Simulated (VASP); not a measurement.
# SiF (R-3m) in VASP: notebook, part 2 of 2

VASP 6.6.1. Earlier steps stand in the parts before.

### 5 Single point, r2SCAN0

This run uses another cell than the first one, of 12.34 Å³/atom.

POSCAR reads:

```
SiF
1.0
    1.3474651590      0.7779582949      3.9241273749
   -1.3474651590      0.7779582949      3.9241273749
    0.0000000000     -1.5559165897      3.9241273749
Si F
1 1
Direct
    0.5000000000      0.5000000000      0.5000000000
    0.0000000000      0.0000000000      0.0000000000
```

INCAR.step1 reads:

```
SYSTEM = SiF
ALGO     = Normal         ! electronic algorithm
EDIFF    = 1E-5           ! SCF threshold, eV
ENCUT    = 520            ! plane-wave cutoff, eV
GGA      = PE             ! functional
ISIF     = 2              ! what is computed and relaxed
ISMEAR   = -1             ! smearing method
LASPH    = .True.         ! aspherical terms in the spheres
LCHARG   = .False.        ! write CHGCAR
LREAL    = .False.        ! projectors in reciprocal space
LWAVE    = .True.         ! write WAVECAR
NBANDS   = 12             ! bands
NELM     = 60             ! most SCF steps
PREC     = Accurate       ! precision mode
SIGMA    = 0.05           ! smearing width, eV
```

INCAR.step2 reads:

```
SYSTEM = SiF
AEXX     = 0.25           ! exact-exchange fraction
ALGO     = Normal         ! electronic algorithm
EDIFF    = 1E-6           ! SCF threshold, eV
ENCUT    = 520            ! plane-wave cutoff, eV
ISIF     = 2              ! what is computed and relaxed
ISMEAR   = -1             ! smearing method
ISTART   = 1            
LASPH    = .True.         ! aspherical terms in the spheres
LCHARG   = .False.        ! write CHGCAR
LHFCALC  = .True.         ! exact exchange
LMIXTAU  = .True.       
LREAL    = .False.        ! projectors in reciprocal space
LWAVE    = .False.        ! write WAVECAR
METAGGA  = R2SCAN         ! meta-GGA
NBANDS   = 12             ! bands
NELM     = 60             ! most SCF steps
PREC     = Accurate       ! precision mode
PRECFOCK = Normal       
SIGMA    = 0.05           ! smearing width, eV
```

KPOINTS reads:

```
k-points
0
Gamma
  6 6 6
  0 0 0
```

Potentials or basis: VASP PAW PBE potentials, release 64 (Si, F).

Started as:

```console
cat potpaw_PBE.64/Si/POTCAR potpaw_PBE.64/F/POTCAR > POTCAR
cp INCAR.step1 INCAR
mpirun -np 1 vasp_std > vasp.out
cp INCAR.step2 INCAR
mpirun -np 1 vasp_std > vasp.out
```

OUTCAR:

```text
SYSTEM = SiF
   AEXX = 0.25
   EDIFF = 1E-6
   ENCUT = 520
   ISIF = 2
   ISMEAR = -1
   ISTART = 1
   LASPH = .True.
   LHFCALC = .True.
   LREAL = .False.
   METAGGA = R2SCAN
   NELM = 60
   PREC = Accurate
   PRECFOCK = Normal

 ion  position               nearest neighbor table
   1  0.500  0.500  0.500-   2 2.50   2 2.50   2 2.50   2 2.50   2 2.50   2 2.50
   2  0.000  0.000  0.000-   1 2.50   1 2.50   1 2.50   1 2.50   1 2.50   1 2.50

  LATTYP: Found a trigonal (rhomboedric) cell.
 ALAT       =     4.2213335710
 COS(alpha) =     0.7962180369

  Lattice vectors:

 A1 = (   1.3474651590,   0.7779582949,   3.9241273749)
 A2 = (  -1.3474651590,   0.7779582949,   3.9241273749)
 A3 = (   0.0000000000,  -1.5559165897,   3.9241273749)

Analysis of symmetry for initial positions (statically):
=====================================================================
 Subroutine PRICEL returns:
 Original cell was already a primitive cell.

 Routine SETGRP: Setting up the symmetry group for a
 trigonal (rhombohedral) supercell.

 Subroutine GETGRP returns: Found 12 space group operations
 (whereof 12 operations were pure point group operations)
 out of a pool of 12 trial point group operations.

The static configuration has the point symmetry D_3d.

Analysis of symmetry for dynamics (positions and initial velocities):
=====================================================================
 Subroutine PRICEL returns:
 Original cell was already a primitive cell.

 Routine SETGRP: Setting up the symmetry group for a
 trigonal (rhombohedral) supercell.

 Subroutine GETGRP returns: Found 12 space group operations
 (whereof 12 operations were pure point group operations)
 out of a pool of 12 trial point group operations.

The dynamic configuration has the point symmetry D_3d.

 Subroutine INISYM returns: Found 12 space group operations
 (whereof 12 operations are pure point group operations),
 and found     1 'primitive' translations

----------------------------------------------------------------------------------------

                                     Primitive cell

  volume of cell :      24.6813

  direct lattice vectors                    reciprocal lattice vectors
     1.347465159  0.777958295  3.924127375     0.371067108  0.214235992  0.084944575
    -1.347465159  0.777958295  3.924127375    -0.371067108  0.214235992  0.084944575
     0.000000000 -1.555916590  3.924127375     0.000000000 -0.428471983  0.084944575

  length of vectors
     4.221333571  4.221333571  4.221332975     0.436810531  0.436810531  0.436810967

  position of ions in fractional coordinates (direct lattice)
     0.500000000  0.500000000  0.500000000
     0.000000000  0.000000000  0.000000000

  ion indices of the primitive-cell ions
   primitive index   ion index
                 1           1
                 2           2

----------------------------------------------------------------------------------------

 KPOINTS: k-points

Automatic generation of k-mesh.
 Grid dimensions read from file:
 generate k-points for:    6    6    6

 Generating k-lattice:

[... 49 lines left out ...]
   NGX,Y,Z   is equivalent  to a cutoff of  12.60, 12.60, 12.60 a.u.
   NGXF,Y,Z  is equivalent  to a cutoff of  25.20, 25.20, 25.20 a.u.
 SYSTEM =  SiF
   PREC   = accura    normal or accurate (medium, high low for compatibility)
   ISTART =      1    job   : 0-new  1-cont  2-samecut
   ICHARG =      0    charge: 1-file 2-atom 10-const
   ISPIN  =      1    spin polarized calculation?
   LNONCOLLINEAR =      F non collinear calculations
   LSORBIT =      F    spin-orbit coupling
   LASPH  =      T    aspherical Exc in radial PAW
   ENCUT  =  520.0 eV  38.22 Ry    6.18 a.u.   7.85  7.85  7.85*2*pi/ulx,y,z
   NELM   =     60;   NELMIN=  2; NELMDL=  0     # of ELM steps
   EDIFF  = 0.1E-05   stopping-criterion for ELM
   LREAL  =      F    real-space projection
   EDIFFG = 0.1E-04   stopping-criterion for IOM
   NSW    =      0    number of steps for IOM
   IBRION =     -1    ionic relax: 0-MD 1-quasi-New 2-CG
   NFREE  =      0    steps in history (QN), initial steepest desc. (CG)
   ISIF   =      2    stress and relaxation
   ISYM   =      3    0-nonsym 1-usesym 2-fastsym
   POTIM  = 0.5000    time-step for ionic-motion
   TEBEG  =    0.0;   TEEND  =   0.0 temperature during run
   PSTRESS=    0.0 pullay stress
   NELECT =      11.0000    total number of electrons
   NUPDOWN=      -1.0000    fix difference up-down
   EMIN   =  10.00;   EMAX   =-10.00  energy-range for DOS
   EFERMI =   0.00;   METHOD = LEGACY
   ISMEAR =    -1;   SIGMA  =   0.05  broadening in eV -4-tet -1-fermi 0-gaus
   EFERMI_NEDOS =   21; number of points for ismear=-14 and -15
   IALGO  =     38    algorithm
   IMIX   =      1    mixing-type and parameters
     AMIX     =   0.40;   BMIX     =  1.00
     AMIX_MAG =   1.60;   BMIX_MAG =  1.00
  volume/ion in A,a.u.               =      12.34        83.28
  Fermi-wavevector in a.u.,A,eV,Ry     =   1.250498  2.363099 21.276045  1.563745
  Thomas-Fermi vector in A             =   2.384489
   LORBIT       =      0    0 simple, 1 ext, 2 COOP (PROOUT), +10 PAW based schemes
   METAGGA = R2SCAN    functional components
   LHFCALC =     T    Hartree Fock is set to
   PRECFOCK=normal    Normal, Fast or Accurate (Low or Medium for compatibility)
   ENCUT4O =  -1.0   cutoff for four orbital integrals eV
   NKREDX  =     1    reduce k-point grid by
   NKREDY  =     1    reduce k-point grid by
   NKREDZ  =     1    reduce k-point grid by
   AEXX    =    0.2500 exact exchange contribution
   HFSCREEN=    0.0000 screening length (either q_TF or 0.3 A-1)
   HFSCREENC=   0.0000 screening length for correlation (either q_TF or 0.3 A-1)
   ENCUTFOCK=  -1.0 apply spherical cutoff to Coloumb kernel
   IVDW    =     0    specifies the selected vdW correction
   LEPSILON=     F    determine dielectric tensor
   LRPA    =     F    only Hartree local field effects (RPA)
 non-spin polarized calculation
  energy-cutoff  :      520.00
  volume of cell :       24.68
 maximum number of plane-waves:       676
  NGX = 24; NGY = 24; NGZ = 24

 number of electron      10.9999996 magnetization

 Free energy of the ion-electron system (eV)
  ---------------------------------------------------
  ext. energy  EPLUGINS =         0.00000000
  ---------------------------------------------------
  free energy    TOTEN  =       -15.23238128 eV

  energy without entropy =      -15.23224257  energy(sigma->0) =      -15.23231193

 E-fermi :   5.1254     XC(G=0):  -8.7275

 val. band max:        4.7831974240   @ k =   0.5000   0.1667  -0.0000
 cond. band min:       5.4106482532   @ k =  -0.1667   0.5000   0.1667
 fundamental gap:      0.6274508292
 Fermi energy:         5.1254227304

 k-point     1 :       0.0000    0.0000    0.0000
  band No.  band energies     occupation
      1     -21.9154      2.00000
      2      -6.7042      2.00000
      3      -2.8342      2.00000
      4       0.9811      2.00000
      5       0.9811      2.00000
      6      10.7438      0.00000
      7      15.5527      0.00000
      8      18.9875      0.00000
      9      18.9876      0.00000
     10      20.9287      0.00000
     11      20.9288      0.00000
     12      26.5551      0.00000
[... 331 lines left out ...]
 k-point    24 :      -0.3333    0.5000    0.1667
  band No.  band energies     occupation
      1     -21.1366      2.00000
      2      -3.4185      2.00000
      3      -2.2190      2.00000
      4      -0.4225      2.00000
      5       1.5619      2.00000
      6       4.7129      1.99948
      7       9.4755      0.00000
      8      11.9487      0.00000
      9      16.5294      0.00000
     10      20.7839      0.00000
     11      21.1753      0.00000
     12      25.6060      0.00000

 [... further k-points ...]

------------------------ aborting loop because EDIFF is reached ----------------------------------------

  FORCE on cell =-STRESS in cart. coord.  units (eV):
  Direction    XX          YY          ZZ          XY          YZ          ZX
  --------------------------------------------------------------------------------------
  -------------------------------------------------------------------------------------
  Total       -0.9430072     -0.9430046     -0.8477509      0.0000000     -0.0000000      0.0000000
  in kB      -61.2149359    -61.2147664    -55.0314090      0.0000000     -0.0000000      0.0000000
  external PRESSURE =     -59.1537038 kB  Pullay stress =       0.0000000 kB

 VOLUME and BASIS-vectors are now :
 -----------------------------------------------------------------------------
  energy-cutoff  :      520.00
  volume of cell :       24.68
      direct lattice vectors                 reciprocal lattice vectors
     1.347465159  0.777958295  3.924127375     0.371067108  0.214235992  0.084944575
    -1.347465159  0.777958295  3.924127375    -0.371067108  0.214235992  0.084944575
     0.000000000 -1.555916590  3.924127375     0.000000000 -0.428471983  0.084944575

 POSITION                                       TOTAL-FORCE (eV/Angst)
 -----------------------------------------------------------------------------------
      0.00000      0.00000      5.88619         0.000000      0.000000     -0.000000
      0.00000      0.00000      0.00000        -0.000000     -0.000000      0.000000
 -----------------------------------------------------------------------------------
    total drift:                               -0.000000     -0.000000      0.000000

  FREE ENERGIE OF THE ION-ELECTRON SYSTEM (eV)
  ---------------------------------------------------
  free  energy   TOTEN  =       -15.2323812849 eV

  energy  without entropy=      -15.2322425747  energy(sigma->0) =      -15.23231193
```

Wall time 43 min (1 thread of Intel Xeon Platinum 8175M at 2.50GHz (Skylake/Cascade Lake), shared host); peak memory 0.19 GiB.

Results:

* Free energy: -15.2324 eV
* Pressure: -5.9 GPa
* Band gap on the k mesh: zero (an odd number of electrons rules out a gap without spin polarisation)

Levels at points of the mesh, in eV from the Fermi level:
```
           k point  band 1  band 2  band 3  band 4  band 5  band 6  band 7  band 8  band 9  band 10
(0.00, 0.00, 0.00)  -27.04  -11.83   -7.96   -4.14   -4.14    5.62   10.43   13.86   13.86    15.80
(0.50, 0.00, 0.00)  -26.27   -8.74   -6.49   -4.75   -4.55   -2.04    5.32    8.49   11.04    12.92
(0.50, 0.50, 0.00)  -26.26   -8.24   -7.32   -5.00   -4.82   -1.52    7.83    9.09    9.12    11.04
(0.50, 0.50, 0.50)  -26.95  -13.58   -4.15   -4.15   -3.64    1.26   13.47   13.47   15.19    16.27
```

Caveat: the k points lie up to 0.46 Å⁻¹ apart, too coarse for converged energies and pressures of a metal; the PAW data sets were made with another functional, which shifts forces and pressure a little; an odd number of electrons without spin polarisation forces a metal; a magnetic or distorted state may lie lower.

### 6 Summary

```csv
level,cell,share of exact exchange,screening parameter,gap on the mesh (eV),pressure (GPa)
r2SCAN0,"a = 4.137 Å, angles 37.2°, 2 atoms",0.25,-,none,-0.5
PBEsol-based screened hybrid with 25 % exact exchange,"a = 4.194 Å, angles 37.2°, 2 atoms",0.25,0.207 1/Å,none,-5.9
r2SCANh,"a = 4.194 Å, angles 37.2°, 2 atoms",0.1,-,none,-3.2
r2SCAN0,"a = 4.221 Å, angles 37.2°, 2 atoms",0.25,-,none,-5.9
```

Alike in all rows: task single point; potentials or basis VASP PAW PBE potentials, release 64 (Si, F); no spin polarisation; k mesh 6 × 6 × 6; cutoff (eV) 520; smearing fermi-dirac 0.05 eV.

Caveats: all runs use coarse meshes; the PAW data sets were made with another functional, which shifts forces and pressure a little; an odd number of electrons without spin polarisation forces a metal; a magnetic or distorted state may lie lower.

Absolute energies hang on the potentials; compare differences alone.
